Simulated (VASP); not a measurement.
Set up this calculation in VASP 6.6.1, as the native input.

```yaml
Task: relaxation of cell and atoms
Functional: PBE
Potentials_or_basis: VASP PAW PBE potentials, release 64 (Na_sv, H)
Cutoff: 1130 eV
k_mesh: 6 × 6 × 6
Occupations: gaussian, width 0.1 eV
Spin: no spin polarisation
Dipole_correction: no
Further_INCAR_settings: ALGO = Normal; EDIFF = 1e-07; IBRION = 2; EDIFFG = -0.0325; NSW = 90; ISIF = 3
```

The structure of NaH2 lies in POSCAR:

```
NaH2
1.0
    0.0000000000      4.8320806395      4.8320806395
    2.4160403198      0.0000000000      2.4160403198
    2.4160403198      2.4160403198      0.0000000000
Na H
1 2
Direct
    0.0000000000      0.0000000000      0.0000000000
    0.2500000000      0.5000000000      0.5000000000
    0.7500000000      0.5000000000      0.5000000000
```

This cell differs from its parent crystal: atoms taken out.

One way to write it, as run:

INCAR

```
SYSTEM = NaH2
ALGO     = Normal         ! electronic algorithm
EDIFF    = 1E-7           ! SCF threshold, eV
EDIFFG   = -0.0325        ! ionic threshold
ENCUT    = 1130           ! plane-wave cutoff, eV
GGA      = PE             ! functional
GGA_COMPAT= .FALSE.      
IBRION   = 2              ! ionic algorithm
ISIF     = 3              ! what is computed and relaxed
ISMEAR   = 0              ! smearing method
LASPH    = .TRUE.         ! aspherical terms in the spheres
LCHARG   = .FALSE.        ! write CHGCAR
LREAL    = .FALSE.        ! projectors in reciprocal space
LWAVE    = .FALSE.        ! write WAVECAR
NELM     = 120            ! most SCF steps
NELMIN   = 4            
NSW      = 90             ! ionic steps
PREC     = Accurate       ! precision mode
SIGMA    = 0.1            ! smearing width, eV
```

KPOINTS

```
k-points
0
G
  6 6 6
  0 0 0
```

Potentials or basis: VASP PAW PBE potentials, release 64 (Na_sv, H).

The run is started by

```console
$ cat potpaw_PBE.64/Na_sv/POTCAR potpaw_PBE.64/H/POTCAR > POTCAR
$ mpirun -np 1 vasp_std > vasp.out
```

It gave:

```json
{
  "Relaxed volume": "12.16 Å³/atom",
  "Relaxed cell": "a = 5.267 Å, b = 3.772 Å, c = 3.772 Å, α = 60.00°, β = 44.27°, γ = 44.27°",
  "Space group after relaxing (to 0.1 Å)": "R-3m (No. 166)",
  "Energy gained by relaxing": "289.0 meV/atom",
  "Ionic steps": "20",
  "Pressure after relaxing": "0.0 GPa",
  "Largest force after relaxing": "0.023 eV/Å",
  "Band gap on the k mesh": "zero (an odd number of electrons rules out a gap without spin polarisation)"
}
```

Caveat: the cell differs from its parent crystal (atoms taken out); the volume moved by over 15 % at a fixed basis, so the end points are rough; an odd number of electrons without spin polarisation forces a metal; a magnetic or distorted state may lie lower.

It took 6.2 min on 1 thread of AMD EPYC 9R45 96-Core Processor (Zen 5), on a shared host, peak memory 0.34 GiB.
